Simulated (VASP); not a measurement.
Write the native input for VASP 6.6.1 that does the following.

```
Task                   : single point
Functional             : PBE
Potentials or basis    : VASP PAW PBE potentials, release 64 (Hf_pv, O)
Cutoff                 : 520 eV
k mesh                 : 6 × 6 × 4
Occupations            : gaussian, width 0.02 eV
Spin                   : no spin polarisation
Dipole correction      : no
Further INCAR settings : ALGO = Normal; EDIFF = 1e-07; NBANDS = 31
```

The structure of HfO2 lies in POSCAR:

```
HfO2
1.0
    3.7124339275      0.0000000000      0.0000000000
    0.0000000000      3.7124339275      0.0000000000
    0.0000000000      0.0000000000      5.1692158525
Hf O
2 4
Direct
    0.5000000000      0.5000000000      0.5000000000
    0.0000000000      0.0000000000      0.0000000000
    0.0000000000      0.5000000000      0.6911772113
    0.5000000000      0.0000000000      0.8088227887
    0.5000000000      0.0000000000      0.3088227887
    0.0000000000      0.5000000000      0.1911772113
```

This cell differs from its parent crystal: biaxial strain in the a-b plane: +3.0 %.

One way to write it, as run:

INCAR

```
SYSTEM = HfO2
ALGO = Normal ; EDIFF = 1E-7
ENCUT = 520 ; GGA = PE
ISIF = 2 ; ISMEAR = 0
LASPH = .TRUE. ; LCHARG = .FALSE.
LREAL = .FALSE. ; LWAVE = .FALSE.
NBANDS = 31 ; NELM = 60
PREC = Accurate ; SIGMA = 0.02
```

KPOINTS

```
k-points
0
G
  6 6 4
  0 0 0
```

Potentials or basis: VASP PAW PBE potentials, release 64 (Hf_pv, O).

The run is started by

```console
$ cat potpaw_PBE.64/Hf_pv/POTCAR potpaw_PBE.64/O/POTCAR > POTCAR
$ mpirun -np 1 vasp_std > vasp.out
```

It gave:

* Pressure: -12.2 GPa
* Largest force: 0.057 eV/Å
* Band gap on the k mesh: 4.01 eV, indirect (least direct gap 4.07 eV)

Caveat: the cell differs from its parent crystal (biaxial strain in the a-b plane: +3.0 %); spin-orbit coupling is left out, which moves the levels of the heavy elements.

Wall time 46 s on 1 thread of Intel(R) Xeon(R) Platinum 8559C (Emerald Rapids), with other jobs on the host, peak memory 0.2 GiB.
